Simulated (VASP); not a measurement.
Write the native input for VASP 6.6.1 that does the following.

```yaml
Task: single point
Functional: PBE
Potentials_or_basis: VASP PAW PBE potentials, release 64 (Ag)
Cutoff: 520 eV
k_mesh: 11 × 11 × 11
Occupations: gaussian, width 0.015 eV
Spin: no spin polarisation
Dipole_correction: no
Further_INCAR_settings: ALGO = Normal; EDIFF = 1e-06; NBANDS = 12
```

The structure of Ag lies in POSCAR:

```
Ag
1.0
    0.0000000000      2.0427500000      2.0427500000
    2.0427500000      0.0000000000      2.0427500000
    2.0427500000      2.0427500000      0.0000000000
Ag
1
Direct
    0.0000000000      0.0000000000      0.0000000000
```

These files were run (other wordings do the same):

INCAR

```
ALGO = Normal
EDIFF = 1E-6
ENCUT = 520
GGA = PE
ISIF = 2
ISMEAR = 0
LASPH = True
LCHARG = False
LREAL = False
LWAVE = False
NBANDS = 12
NELM = 100
PREC = Accurate
SIGMA = 0.015
```

KPOINTS

```
k-points
0
Gamma
  11 11 11
```

Potentials or basis: VASP PAW PBE potentials, release 64 (Ag).

Launch:

```sh
$ cat potpaw_PBE.64/Ag/POTCAR > POTCAR
$ mpirun -np 1 vasp_std > vasp.out
```

It gave:

The pressure is 4.1 GPa.

Wall time 15 s on 1 thread of Intel(R) Xeon(R) Platinum 8259CL CPU @ 2.50GHz (Skylake/Cascade Lake) (shared host), peak memory 0.14 GiB.
